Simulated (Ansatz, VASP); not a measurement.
## Li2S in VASP and in Ansatz

File INCAR:

```
SYSTEM = Li2S
PREC     = Accurate       ! precision mode
ENCUT    = 650            ! plane-wave cutoff, eV
EDIFF    = 1E-8           ! SCF threshold, eV
ISMEAR   = -1             ! smearing method
SIGMA    = 0.02           ! smearing width, eV
LREAL    = .FALSE.        ! projectors in reciprocal space
LASPH    = .TRUE.         ! aspherical terms in the spheres
NELM     = 120            ! most SCF steps
ALGO     = Normal         ! electronic algorithm
ISIF     = 2              ! what is computed and relaxed
LWAVE    = .FALSE.        ! write WAVECAR
LCHARG   = .FALSE.        ! write CHGCAR
LEFG     = .TRUE.       
NBANDS   = 13             ! bands
GGA_COMPAT= .FALSE.
```

The input KPOINTS:

```
regular mesh
0
G
  7 7 7
  0 0 0
```

File POSCAR:

```
Li2S
1.0
    0.0000000000      2.8444547782      2.8444547782
    2.8444547782      0.0000000000      2.8444547782
    2.8444547782      2.8444547782      0.0000000000
Li S
2 1
Direct
    0.2500000000      0.2500000000      0.2500000000
    0.7500000000      0.7500000000      0.7500000000
    0.0000000000      0.0000000000      0.0000000000
```

Input for Ansatz:

```yaml
crystal:
  lattice:
    - [0.0, 2.8444547782, 2.8444547782]
    - [2.8444547782, 0.0, 2.8444547782]
    - [2.8444547782, 2.8444547782, 0.0]
  atoms:
    - { symbol: Li, position: [0.25, 0.25, 0.25] }
    - { symbol: Li, position: [0.75, 0.75, 0.75] }
    - { symbol: S, position: [0.0, 0.0, 0.0] }
kpoints:
  mp_grid: { grid: [7, 7, 7] }
scf:
  occupations: { method: fermi_dirac, width: 0.02 }
hamiltonian:
  xc: lda
  pseudopotentials: { kind: all_electron, datasets: crystal }
output:
  forces: true
  stress: true
  eigenvalues: true
  efg: { contact_densities: true }
```

Change from the starting cell: volume scaled by 0.99, crystal datasets.

Alike in both runs: task electric field gradients; functional LDA; k mesh 7 × 7 × 7; occupations fermi-dirac, width 0.02 eV; no spin polarisation.

```csv
,VASP,Ansatz
version,VASP 6.6.1,Ansatz 0.2.0
potentials or method,"VASP PAW LDA potentials, release 64 (Li_sv, S), cutoff 650 eV","all-electron PAW with datasets made for the crystal, scalar-relativistic"
```

VASP gave:

- gap on the k mesh at the Fermi level (eV): 3.31
- pressure (GPa): -2.8

**Question.** What did Ansatz give for the same quantities?

**Answer.** gap on the k mesh at the Fermi level (eV): 3.31; pressure (GPa): -2.6.

LDA's correlation is that of Perdew and Zunger in VASP and of Perdew and Wang (1992) in Ansatz. Ansatz ran all-electron here, and VASP with PAW potentials.
